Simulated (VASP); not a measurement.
# AlCoC4N4 (P-43m) in VASP: single point with PBE

Aim: the single point of AlCoC4N4 with PBE.

All numbers are computed with VASP 6.6.1; they aren't measurements. Logs are shortened: lines on timing, memory, paths and dates and some standing lists are left out, and cuts for length are marked.

## Step 1: The cell of the first run

The structure is cubic, space group P-43m (No. 215). The conventional cell has a = 5.831 Å, b = 5.831 Å, c = 5.831 Å, α = 90.00°, β = 90.00°, γ = 90.00°. Within 2.6 Å of Al (site symmetry -43m) lie 4 N at 1.96 Å. Within 2.5 Å of Co (site symmetry -43m) lie 4 C at 1.92 Å. C (site symmetry 3m) has 1 N at 1.17 Å within 1.6 Å. Within 1.6 Å of N (site symmetry 3m) lie 1 C at 1.17 Å.

## Step 2: Single point, PBE, collinear spin, ferromagnetic start

Input file INCAR:

```
ALGO = Normal
EDIFF = 1E-6
ENCUT = 700
GGA = PE
GGA_COMPAT = False
ISIF = 2
ISMEAR = 0
ISPIN = 2
LASPH = True
LCHARG = True
LELF = True
LMAXMIX = 4
LORBIT = 11
LREAL = False
LVHAR = True
LWAVE = False
MAGMOM = 0 3 0 0 0 0 0 0 0 0
NBANDS = 43
NELM = 200
PREC = Accurate
SIGMA = 0.1
```

Input file KPOINTS:

```
k-points
0
Gamma
  4 4 4
```

Input file POSCAR:

```
AlCoC4N4
1.0
    5.8306603700      0.0000000000      0.0000000000
    0.0000000000      5.8306603700      0.0000000000
    0.0000000000      0.0000000000      5.8306603700
Al Co C N
1 1 4 4
Direct
    0.5000000000      0.5000000000      0.5000000000
    0.0000000000      0.0000000000      0.0000000000
    0.1898207700      0.1898207700      0.1898207700
    0.1898207700      0.8101792300      0.8101792300
    0.8101792300      0.1898207700      0.8101792300
    0.8101792300      0.8101792300      0.1898207700
    0.3056738300      0.3056738300      0.3056738300
    0.3056738300      0.6943261700      0.6943261700
    0.6943261700      0.3056738300      0.6943261700
    0.6943261700      0.6943261700      0.3056738300
```

Potentials or basis: VASP PAW PBE potentials, release 64 (Al, Co_sv, C, N).

Launch:

```sh
> cat potpaw_PBE.64/Al/POTCAR potpaw_PBE.64/Co_sv/POTCAR potpaw_PBE.64/C/POTCAR potpaw_PBE.64/N/POTCAR > POTCAR
> mpirun -np 1 vasp_std > vasp.out
```

OUTCAR:

```text
EDIFF = 1E-6
   ENCUT = 700
   GGA = PE
   ISIF = 2
   ISMEAR = 0
   ISPIN = 2
   LASPH = True
   LORBIT = 11
   LREAL = False
   NELM = 200
   PREC = Accurate

 ion  position               nearest neighbor table
   1  0.500  0.500  0.500-   7 1.96   8 1.96   9 1.96  10 1.96
   2  0.000  0.000  0.000-   3 1.92   4 1.92   5 1.92   6 1.92
   3  0.190  0.190  0.190-   7 1.17   2 1.92
   4  0.190  0.810  0.810-   8 1.17   2 1.92
   5  0.810  0.190  0.810-   9 1.17   2 1.92
   6  0.810  0.810  0.190-  10 1.17   2 1.92
   7  0.306  0.306  0.306-   3 1.17   1 1.96
   8  0.306  0.694  0.694-   4 1.17   1 1.96
   9  0.694  0.306  0.694-   5 1.17   1 1.96
  10  0.694  0.694  0.306-   6 1.17   1 1.96

  LATTYP: Found a simple cubic cell.
 ALAT       =     5.8306603700

  Lattice vectors:

 A1 = (   5.8306603700,   0.0000000000,   0.0000000000)
 A2 = (   0.0000000000,   5.8306603700,   0.0000000000)
 A3 = (   0.0000000000,   0.0000000000,   5.8306603700)

Analysis of symmetry for initial positions (statically):
=====================================================================
 Subroutine PRICEL returns:
 Original cell was already a primitive cell.

 Routine SETGRP: Setting up the symmetry group for a
 simple cubic supercell.

 Subroutine GETGRP returns: Found 24 space group operations
 (whereof 24 operations were pure point group operations)
 out of a pool of 48 trial point group operations.

The static configuration has the point symmetry T_d .

Analysis of symmetry for dynamics (positions and initial velocities):
=====================================================================
 Subroutine PRICEL returns:
 Original cell was already a primitive cell.

 Routine SETGRP: Setting up the symmetry group for a
 simple cubic supercell.

 Subroutine GETGRP returns: Found 24 space group operations
 (whereof 24 operations were pure point group operations)
 out of a pool of 48 trial point group operations.

The dynamic configuration has the point symmetry T_d .

Analysis of structural, dynamic, and magnetic symmetry:
=====================================================================
 Subroutine PRICEL returns:
 Original cell was already a primitive cell.

 Routine SETGRP: Setting up the symmetry group for a
 simple cubic supercell.

 Subroutine GETGRP returns: Found 24 space group operations
 (whereof 24 operations were pure point group operations)
 out of a pool of 48 trial point group operations.

The overall configuration has the point symmetry T_d .

 Subroutine INISYM returns: Found 24 space group operations
 (whereof 24 operations are pure point group operations),
 and found     1 'primitive' translations

----------------------------------------------------------------------------------------

                                     Primitive cell

  volume of cell :     198.2226

  direct lattice vectors                    reciprocal lattice vectors
     5.830660370  0.000000000  0.000000000     0.171507160  0.000000000  0.000000000
     0.000000000  5.830660370  0.000000000     0.000000000  0.171507160  0.000000000
     0.000000000  0.000000000  5.830660370     0.000000000  0.000000000  0.171507160

  length of vectors
     5.830660370  5.830660370  5.830660370     0.171507160  0.171507160  0.171507160

  position of ions in fractional coordinates (direct lattice)
     0.500000000  0.500000000  0.500000000
     0.000000000  0.000000000  0.000000000
     0.189820770  0.189820770  0.189820770
     0.189820770  0.810179230  0.810179230
     0.810179230  0.189820770  0.810179230
     0.810179230  0.810179230  0.189820770
     0.305673830  0.305673830  0.305673830
     0.305673830  0.694326170  0.694326170
     0.694326170  0.305673830  0.694326170
     0.694326170  0.694326170  0.305673830

  ion indices of the primitive-cell ions
   primitive index   ion index
[... 51 lines left out ...]
   total plane-waves  NPLWV = 125000
   dimension x,y,z NGX =    50 NGY =   50 NGZ =   50
   dimension x,y,z NGXF=   100 NGYF=  100 NGZF=  100
   ions per type =               1   1   4   4
   NGX,Y,Z   is equivalent  to a cutoff of  14.26, 14.26, 14.26 a.u.
   NGXF,Y,Z  is equivalent  to a cutoff of  28.51, 28.51, 28.51 a.u.
 SYSTEM =  unknown system
   PREC   = accura    normal or accurate (medium, high low for compatibility)
   ISTART =      0    job   : 0-new  1-cont  2-samecut
   ICHARG =      2    charge: 1-file 2-atom 10-const
   ISPIN  =      2    spin polarized calculation?
   LNONCOLLINEAR =      F non collinear calculations
   LSORBIT =      F    spin-orbit coupling
   LASPH  =      T    aspherical Exc in radial PAW
   ENCUT  =  700.0 eV  51.45 Ry    7.17 a.u.  12.58 12.58 12.58*2*pi/ulx,y,z
   NELM   =    200;   NELMIN=  2; NELMDL= -5     # of ELM steps
   EDIFF  = 0.1E-05   stopping-criterion for ELM
   LREAL  =      F    real-space projection
   EDIFFG = 0.1E-04   stopping-criterion for IOM
   NSW    =      0    number of steps for IOM
   IBRION =     -1    ionic relax: 0-MD 1-quasi-New 2-CG
   NFREE  =      0    steps in history (QN), initial steepest desc. (CG)
   ISIF   =      2    stress and relaxation
   ISYM   =      2    0-nonsym 1-usesym 2-fastsym
   POTIM  = 0.5000    time-step for ionic-motion
   TEBEG  =    0.0;   TEEND  =   0.0 temperature during run
   PSTRESS=    0.0 pullay stress
   NELECT =      56.0000    total number of electrons
   NUPDOWN=      -1.0000    fix difference up-down
   EMIN   =  10.00;   EMAX   =-10.00  energy-range for DOS
   EFERMI =   0.00;   METHOD = LEGACY
   ISMEAR =     0;   SIGMA  =   0.10  broadening in eV -4-tet -1-fermi 0-gaus
   EFERMI_NEDOS =   21; number of points for ismear=-14 and -15
   IALGO  =     38    algorithm
   IMIX   =      4    mixing-type and parameters
     AMIX     =   0.40;   BMIX     =  1.00
     AMIX_MAG =   1.60;   BMIX_MAG =  1.00
  volume/ion in A,a.u.               =      19.82       133.77
  Fermi-wavevector in a.u.,A,eV,Ry     =   1.074203  2.029950 15.699932  1.153912
  Thomas-Fermi vector in A             =   2.210025
   LORBIT       =     11    0 simple, 1 ext, 2 COOP (PROOUT), +10 PAW based schemes
   GGA     = PE    functional components
   LHFCALC =     F    Hartree Fock is set to
   AEXX    =    0.0000 exact exchange contribution
   IVDW    =     0    specifies the selected vdW correction
   LEPSILON=     F    determine dielectric tensor
   LRPA    =     F    only Hartree local field effects (RPA)
 spin polarized calculation
 Gauss-broadening in eV      SIGMA  =   0.10
  energy-cutoff  :      700.00
  volume of cell :      198.22
 maximum number of plane-waves:      8385
   NGX = 25   NGY = 25   NGZ = 25

 number of electron      55.9999950 magnetization       1.9999657

 Free energy of the ion-electron system (eV)
  ---------------------------------------------------
  ext. energy  EPLUGINS =         0.00000000
  ---------------------------------------------------
  free energy    TOTEN  =       -79.75832423 eV

  energy without entropy =      -79.70570028  energy(sigma->0) =      -79.73201226

 E-fermi :   0.4320     XC(G=0):  -7.2073

 val. band max:        0.4121713598   @ k =   0.5000   0.5000   0.5000
 cond. band min:       0.4330796914   @ k =   0.5000   0.5000   0.2500
 fundamental gap:      0.0209083316
 Fermi energy:         0.4320337341

 spin component 1

 k-point     1 :       0.0000    0.0000    0.0000
  band No.  band energies     occupation
      1     -95.8014      1.00000
      2     -59.0496      1.00000
      3     -59.0496      1.00000
      4     -59.0496      1.00000
      5     -18.4096      1.00000
      6     -18.2370      1.00000
[... 419 lines left out ...]
     39       6.3500      0.00000
     40       6.3500      0.00000
 Fermi energy:         0.4320337341

 spin component 2

 k-point     1 :       0.0000    0.0000    0.0000
  band No.  band energies     occupation
      1     -93.9277      1.00000
      2     -57.2207      1.00000
      3     -57.2206      1.00000
      4     -57.2206      1.00000
      5     -18.3657      1.00000
      6     -18.1928      1.00000
[... 419 lines left out ...]
     39       6.4585      0.00000
     40       6.4585      0.00000
 [bands above 40 left out]

------------------------ aborting loop because EDIFF is reached ----------------------------------------

  FORCE on cell =-STRESS in cart. coord.  units (eV):
  Direction    XX          YY          ZZ          XY          YZ          ZX
  --------------------------------------------------------------------------------------
  -------------------------------------------------------------------------------------
  Total       -4.2882121     -4.2882121     -4.2882121      0.0000000      0.0000000      0.0000000
  in kB      -34.6604032    -34.6604032    -34.6604032      0.0000000      0.0000000      0.0000000
  external PRESSURE =     -34.6604032 kB  Pullay stress =       0.0000000 kB

 VOLUME and BASIS-vectors are now :
 -----------------------------------------------------------------------------
  energy-cutoff  :      700.00
  volume of cell :      198.22
      direct lattice vectors                 reciprocal lattice vectors
     5.830660370  0.000000000  0.000000000     0.171507160  0.000000000  0.000000000
     0.000000000  5.830660370  0.000000000     0.000000000  0.171507160  0.000000000
     0.000000000  0.000000000  5.830660370     0.000000000  0.000000000  0.171507160

 POSITION                                       TOTAL-FORCE (eV/Angst)
 -----------------------------------------------------------------------------------
      2.91533      2.91533      2.91533         0.000000      0.000000      0.000000
      0.00000      0.00000      0.00000         0.000000      0.000000      0.000000
      1.10678      1.10678      1.10678        -0.929883     -0.929883     -0.929883
      1.10678      4.72388      4.72388        -0.929883      0.929883      0.929883
      4.72388      1.10678      4.72388         0.929883     -0.929883      0.929883
      4.72388      4.72388      1.10678         0.929883      0.929883     -0.929883
      1.78228      1.78228      1.78228         1.770039      1.770039      1.770039
      1.78228      4.04838      4.04838         1.770039     -1.770039     -1.770039
      4.04838      1.78228      4.04838        -1.770039      1.770039     -1.770039
      4.04838      4.04838      1.78228        -1.770039     -1.770039      1.770039
 -----------------------------------------------------------------------------------
    total drift:                               -0.000000     -0.000000      0.000000

  FREE ENERGIE OF THE ION-ELECTRON SYSTEM (eV)
  ---------------------------------------------------
  free  energy   TOTEN  =       -79.7583242263 eV

  energy  without entropy=      -79.7057002837  energy(sigma->0) =      -79.73201226

 total charge

# of ion       s       p       d       tot
------------------------------------------
    1        0.299   0.329   0.000   0.629
    2        2.228   6.169   6.628  15.025
    3        0.964   1.588   0.000   2.552
    4        0.964   1.588   0.000   2.552
    5        0.964   1.588   0.000   2.552
    6        0.964   1.588   0.000   2.552
    7        1.277   2.645   0.000   3.923
    8        1.277   2.645   0.000   3.923
    9        1.277   2.645   0.000   3.923
   10        1.277   2.645   0.000   3.923
--------------------------------------------------
tot         11.493  23.430   6.628  41.551

 magnetization (x)

# of ion       s       p       d       tot
------------------------------------------
    1        0.001  -0.001   0.000   0.000
    2        0.006   0.037   1.508   1.552
    3        0.007  -0.003   0.000   0.004
    4        0.007  -0.003   0.000   0.004
    5        0.007  -0.003   0.000   0.004
    6        0.007  -0.003   0.000   0.004
    7        0.003   0.026   0.000   0.029
    8        0.003   0.026   0.000   0.029
    9        0.003   0.026   0.000   0.029
   10        0.003   0.026   0.000   0.029
--------------------------------------------------
tot          0.044   0.132   1.508   1.684
```

It took 6.6 min on 1 thread of Intel Xeon Platinum 8259CL at 2.50GHz (Skylake/Cascade Lake), shared host; peak memory 0.55 GiB.

What came out:

```
Free energy                                           : -79.7583 eV
Pressure                                              : -3.5 GPa
Largest force                                         : 3.066 eV/Å
Band gap on the k mesh                                : zero (filled and empty bands overlap)
Net moment                                            : 2.00 μB per cell
Site moments                                          : Al +0.00; Co +1.55; C +0.00; N +0.03 μB
Valence electrons inside the program's atomic spheres : Al 0.63; Co 15.03; C 2.55; N 3.92
```

Forces on the atoms (eV/Å):
```
Al   0.000  0.000  0.000
Co   0.000  0.000  0.000
C   -0.930 -0.930 -0.930
C   -0.930  0.930  0.930
C    0.930 -0.930  0.930
C    0.930  0.930 -0.930
N    1.770  1.770  1.770
N    1.770 -1.770 -1.770
N   -1.770  1.770 -1.770
N   -1.770 -1.770  1.770
```

Caveat: the cell stands under tension; a cell with one magnetic atom can't hold antiferromagnetic order, which such compounds often take; forces of over 1 eV/Å act on the atoms, so gaps and moduli don't describe the material at rest.

The gap in the log of VASP goes by the Fermi energy; the results here count the filled bands.